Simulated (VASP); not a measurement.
AlN: single point with PBE

Crystal: AlN.

```
Al N
1.0
     3.35727    0.00000    0.00000
    -1.67863    2.90748    0.00000
     0.00000    0.00000    3.91592
Al N
2 2
Cartesian
  0.0000 1.9383 2.9369
  1.6786 0.9692 0.9790
  0.0000 1.9383 0.9790
  1.6786 0.9692 2.9369
```

This cell differs from its parent crystal: volume 9.556 Å^3 an atom, c/a of the conventional cell 1.1664.

```
Program                : VASP 6.6.1
Task                   : single point
Functional             : PBE
Potentials or basis    : VASP PAW PBE potentials, release 64 (Al, N)
Cutoff                 : 520 eV
k mesh                 : 9 × 9 × 6
Occupations            : gaussian, width 0.05 eV
Spin                   : no spin polarisation
Dipole correction      : no
Further INCAR settings : ALGO = Normal; EDIFF = 1e-07; NBANDS = 16
```

The pressure is 9.2 GPa and the band gap on the k mesh is 3.77 eV, direct.

Stress tensor (GPa, compression positive):
```
 2.81  0.00  0.00
 0.00  2.81  0.00
 0.00  0.00 21.86
```

Levels at points of the mesh, in eV from the valence-band top:
| k point | band 6 | band 7 | band 8 | band 9 | band 10 | band 11 |
| --- | --- | --- | --- | --- | --- | --- |
| (0.00, 0.00, 0.00) | -1.17 | -1.17 | 0.00 | 3.77 | 4.87 | 8.43 |
| (0.00, 0.00, 0.50) | -2.28 | -2.28 | -2.28 | 6.19 | 6.19 | 8.44 |

Wall time 27 s on 1 thread of Intel(R) Xeon(R) Platinum 8488C (Sapphire Rapids), with other jobs on the host, peak memory 0.16 GiB.

 A k mesh can miss the band edges.
